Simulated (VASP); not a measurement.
# MgS (F-43m) in VASP: further runs, part 3 of 3

VASP 6.6.1.

## Step 4: Single point, HSE06 (strain +2.0%)

Input file POSCAR:

```
MgS
1.0
    0.0000000000      2.8874943781      2.8874943781
    2.8874943781      0.0000000000      2.8874943781
    2.8874943781      2.8874943781      0.0000000000
Mg S
1 1
Direct
    0.0000000000      0.0000000000      0.0000000000
    0.2500000000      0.2500000000      0.2500000000
```

Input file INCAR.step1:

```
PREC     = Accurate       # precision mode
ENCUT    = 520            # plane-wave cutoff, eV
EDIFF    = 1E-5           # SCF threshold, eV
ISMEAR   = 0              # smearing method
SIGMA    = 0.01           # smearing width, eV
LREAL    = F              # projectors in reciprocal space
LASPH    = T              # aspherical terms in the spheres
NELM     = 100            # most SCF steps
ALGO     = Normal         # electronic algorithm
ISIF     = 2              # what is computed and relaxed
LWAVE    = T              # write WAVECAR
LCHARG   = F              # write CHGCAR
NBANDS   = 11             # bands
GGA      = PE             # functional
```

Input file INCAR.step2:

```
PREC     = Accurate       # precision mode
ENCUT    = 520            # plane-wave cutoff, eV
EDIFF    = 1E-6           # SCF threshold, eV
ISMEAR   = 0              # smearing method
SIGMA    = 0.01           # smearing width, eV
LREAL    = F              # projectors in reciprocal space
LASPH    = T              # aspherical terms in the spheres
NELM     = 100            # most SCF steps
ALGO     = Normal         # electronic algorithm
ISIF     = 2              # what is computed and relaxed
LWAVE    = F              # write WAVECAR
LCHARG   = F              # write CHGCAR
GGA      = PE             # functional
LHFCALC  = T              # exact exchange
HFSCREEN = 0.2079         # screening, 1/A
PRECFOCK = Normal       
NBANDS   = 11             # bands
ISTART   = 1
```

Input file KPOINTS:

```
Automatic mesh
0
Gamma
  6 6 6
```

Potentials or basis: VASP PAW PBE potentials, release 64 (Mg, S).

On the command line:

```sh
$ cat potpaw_PBE.64/Mg/POTCAR potpaw_PBE.64/S/POTCAR > POTCAR
$ cp INCAR.step1 INCAR
$ mpirun -np 1 vasp_std > vasp.out
$ cp INCAR.step2 INCAR
$ mpirun -np 1 vasp_std > vasp.out
```

OUTCAR:

```text
PREC = Accurate
   ENCUT = 520
   EDIFF = 1E-6
   ISMEAR = 0
   LREAL = F
   LASPH = T
   NELM = 100
   ISIF = 2
   GGA = PE
   LHFCALC = T
   HFSCREEN = 0.2079
   PRECFOCK = Normal
   ISTART = 1

 ion  position               nearest neighbor table
   1  0.000  0.000  0.000-   2 2.50   2 2.50   2 2.50   2 2.50
   2  0.250  0.250  0.250-   1 2.50   1 2.50   1 2.50   1 2.50

  LATTYP: Found a face centered cubic cell.
 ALAT       =     5.7749887562

  Lattice vectors:

 A1 = (   0.0000000000,   2.8874943781,   2.8874943781)
 A2 = (   2.8874943781,   0.0000000000,   2.8874943781)
 A3 = (   2.8874943781,   2.8874943781,   0.0000000000)

Analysis of symmetry for initial positions (statically):
=====================================================================
 Subroutine PRICEL returns:
 Original cell was already a primitive cell.

 Routine SETGRP: Setting up the symmetry group for a
 face centered cubic supercell.

 Subroutine GETGRP returns: Found 24 space group operations
 (whereof 24 operations were pure point group operations)
 out of a pool of 48 trial point group operations.

The static configuration has the point symmetry T_d .

Analysis of symmetry for dynamics (positions and initial velocities):
=====================================================================
 Subroutine PRICEL returns:
 Original cell was already a primitive cell.

 Routine SETGRP: Setting up the symmetry group for a
 face centered cubic supercell.

 Subroutine GETGRP returns: Found 24 space group operations
 (whereof 24 operations were pure point group operations)
 out of a pool of 48 trial point group operations.

The dynamic configuration has the point symmetry T_d .

 Subroutine INISYM returns: Found 24 space group operations
[... 117 lines left out ...]
   NKREDX  =     1    reduce k-point grid by
   NKREDY  =     1    reduce k-point grid by
   NKREDZ  =     1    reduce k-point grid by
   AEXX    =    0.2500 exact exchange contribution
   HFSCREEN=    0.2079 screening length (either q_TF or 0.3 A-1)
   HFSCREENC=   0.2079 screening length for correlation (either q_TF or 0.3 A-1)
   ENCUTFOCK=  -1.0 apply spherical cutoff to Coloumb kernel
   IVDW    =     0    specifies the selected vdW correction
   LEPSILON=     F    determine dielectric tensor
   LRPA    =     F    only Hartree local field effects (RPA)
 non-spin polarized calculation
 Gauss-broadening in eV      SIGMA  =   0.01
  energy-cutoff  :      520.00
  volume of cell :       48.15
 maximum number of plane-waves:      1313
  NGX = 24; NGY = 24; NGZ = 24

 number of electron       7.9999999 magnetization

 Free energy of the ion-electron system (eV)
  ---------------------------------------------------
  ext. energy  EPLUGINS =         0.00000000
  ---------------------------------------------------
  free energy    TOTEN  =        -9.81527697 eV

  energy without entropy =       -9.81527697  energy(sigma->0) =       -9.81527697

 E-fermi :   0.1130     XC(G=0):  -6.8415

 val. band max:       -0.0180041219   @ k =   0.0000   0.0000   0.0000
 cond. band min:       4.1811280292   @ k =   0.0000   0.0000   0.0000
 fundamental gap:      4.1991321511
 Fermi energy:         0.1129793002

 k-point     1 :       0.0000    0.0000    0.0000
  band No.  band energies     occupation
      1     -12.2410      2.00000
      2      -0.0180      2.00000
      3      -0.0180      2.00000
      4      -0.0180      2.00000
      5       4.1811      0.00000
      6       8.9912      0.00000
      7       8.9912      0.00000
      8       8.9912      0.00000
      9      12.0292      0.00000
     10      12.0292      0.00000
     11      14.5120      0.00000
[... 197 lines left out ...]
 k-point    16 :      -0.3333    0.5000    0.1667
  band No.  band energies     occupation
      1     -11.3628      2.00000
      2      -2.5836      2.00000
      3      -1.5831      2.00000
      4      -1.2693      2.00000
      5       5.9537      0.00000
      6       7.8087      0.00000
      7      10.3717      0.00000
      8      10.3766      0.00000
      9      13.4648      0.00000
     10      14.8974      0.00000
     11      15.1035      0.00000

------------------------ aborting loop because EDIFF is reached ----------------------------------------

  FORCE on cell =-STRESS in cart. coord.  units (eV):
  Direction    XX          YY          ZZ          XY          YZ          ZX
  --------------------------------------------------------------------------------------
  -------------------------------------------------------------------------------------
  Total       -0.9840915     -0.9840915     -0.9840915     -0.0000000     -0.0000000      0.0000000
  in kB      -32.7455747    -32.7455747    -32.7455747     -0.0000000     -0.0000000      0.0000000
  external PRESSURE =     -32.7455747 kB  Pullay stress =       0.0000000 kB

 VOLUME and BASIS-vectors are now :
 -----------------------------------------------------------------------------
  energy-cutoff  :      520.00
  volume of cell :       48.15
      direct lattice vectors                 reciprocal lattice vectors
     0.000000000  2.887494378  2.887494378    -0.173160510  0.173160510  0.173160510
     2.887494378  0.000000000  2.887494378     0.173160510 -0.173160510  0.173160510
     2.887494378  2.887494378  0.000000000     0.173160510  0.173160510 -0.173160510

 POSITION                                       TOTAL-FORCE (eV/Angst)
 -----------------------------------------------------------------------------------
      0.00000      0.00000      0.00000        -0.000000     -0.000000      0.000000
      1.44375      1.44375      1.44375         0.000000      0.000000     -0.000000
 -----------------------------------------------------------------------------------
    total drift:                                0.000001     -0.000000     -0.000000

  FREE ENERGIE OF THE ION-ELECTRON SYSTEM (eV)
  ---------------------------------------------------
  free  energy   TOTEN  =        -9.8152769652 eV

  energy  without entropy=       -9.8152769652  energy(sigma->0) =       -9.81527697
```

OUTCAR.step1:

```text
PREC = Accurate
   ENCUT = 520
   EDIFF = 1E-5
   ISMEAR = 0
   LREAL = F
   LASPH = T
[... 433 lines left out ...]
 -----------------------------------------------------------------------------------
      0.00000      0.00000      0.00000        -0.000000     -0.000000     -0.000000
      1.44375      1.44375      1.44375         0.000000      0.000000      0.000000
 -----------------------------------------------------------------------------------
    total drift:                               -0.000000     -0.000000     -0.000000

  FREE ENERGIE OF THE ION-ELECTRON SYSTEM (eV)
  ---------------------------------------------------
  free  energy   TOTEN  =        -8.4581699395 eV

  energy  without entropy=       -8.4581699395  energy(sigma->0) =       -8.45816994
```

Run time: 16 min. Hardware: 1 thread of Intel Xeon Platinum 8259CL at 2.50GHz (Skylake/Cascade Lake), shared host; peak memory 0.29 GiB.

Results:

```yaml
Free_energy: -9.8153 eV
Pressure: -3.3 GPa
Band_gap_on_the_k_mesh: 4.20 eV
```

Caveat: the cell differs from its parent crystal (strain +2.0%); the cell stands under tension; the structure was generated, so it needn't be the stable form of MgS; the PAW data sets were made with another functional, which shifts forces and pressure a little.

## Step 5: Single point, HSE06 (strain +3.0%)

Input file POSCAR:

```
MgS
1.0
    0.0000000000      2.9158031465      2.9158031465
    2.9158031465      0.0000000000      2.9158031465
    2.9158031465      2.9158031465      0.0000000000
Mg S
1 1
Direct
    0.0000000000      0.0000000000      0.0000000000
    0.2500000000      0.2500000000      0.2500000000
```

Input file INCAR.step1:

```
PREC = Accurate
ENCUT = 520
EDIFF = 1E-5
ISMEAR = 0
SIGMA = 0.01
LREAL = False
LASPH = True
NELM = 100
ALGO = Normal
ISIF = 2
LWAVE = True
LCHARG = False
NBANDS = 11
GGA = PE
```

Input file INCAR.step2:

```
PREC = Accurate
ENCUT = 520
EDIFF = 1E-7
ISMEAR = 0
SIGMA = 0.01
LREAL = False
LASPH = True
NELM = 100
ALGO = Normal
ISIF = 2
LWAVE = False
LCHARG = False
GGA = PE
LHFCALC = True
HFSCREEN = 0.2079
PRECFOCK = Normal
NBANDS = 11
ISTART = 1
```

KPOINTS is that of step 4.

On the command line:

```sh
$ cat potpaw_PBE.64/Mg/POTCAR potpaw_PBE.64/S/POTCAR > POTCAR
$ cp INCAR.step1 INCAR
$ mpirun -np 1 vasp_std > vasp.out
$ cp INCAR.step2 INCAR
$ mpirun -np 1 vasp_std > vasp.out
```

Wall time 10 min (1 thread of Intel Xeon Platinum 8259CL at 2.50GHz (Skylake/Cascade Lake), shared host); peak memory 0.29 GiB.

The run converged. Its results:

```yaml
Free_energy: -9.7804 eV
Pressure: -4.5 GPa
Band_gap_on_the_k_mesh: 4.05 eV
```

Levels at points of the mesh, in eV from the valence-band top:
```tsv
k point	band 2	band 3	band 4	band 5	band 6	band 7
(0.00, 0.00, 0.00)	0.00	0.00	0.00	4.05	8.92	8.92
(0.50, 0.00, 0.00)	-3.08	-0.33	-0.33	5.87	8.67	8.67
(0.50, 0.50, 0.00)	-2.79	-1.02	-1.02	4.90	6.59	11.76
```

Caveat: the cell differs from its parent crystal (strain +3.0%); the cell stands under tension; the structure was generated, so it needn't be the stable form of MgS; the PAW data sets were made with another functional, which shifts forces and pressure a little.

## Step 6: The runs side by side

| cell | gap on the mesh (eV) | pressure (GPa) |
| --- | --- | --- |
| a = 3.963 Å, angles 60.0°, 2 atoms | 4.67 | 1.8 |
| a = 4.043 Å, angles 60.0°, 2 atoms | 4.35 | -1.8 |
| a = 4.084 Å, angles 60.0°, 2 atoms | 4.20 | -3.3 |
| a = 4.124 Å, angles 60.0°, 2 atoms | 4.05 | -4.5 |

Alike in all rows: task single point; level HSE06; potentials or basis VASP PAW PBE potentials, release 64 (Mg, S); no spin polarisation; k mesh 6 × 6 × 6; cutoff (eV) 520; smearing gaussian 0.01 eV.

Caveats: the structure was generated, so it needn't be the stable form of MgS; the PAW data sets were made with another functional, which shifts forces and pressure a little; the cell stands under tension (at least some runs).

Total energies depend on the potentials used, so only differences within one code and one set of settings carry meaning.
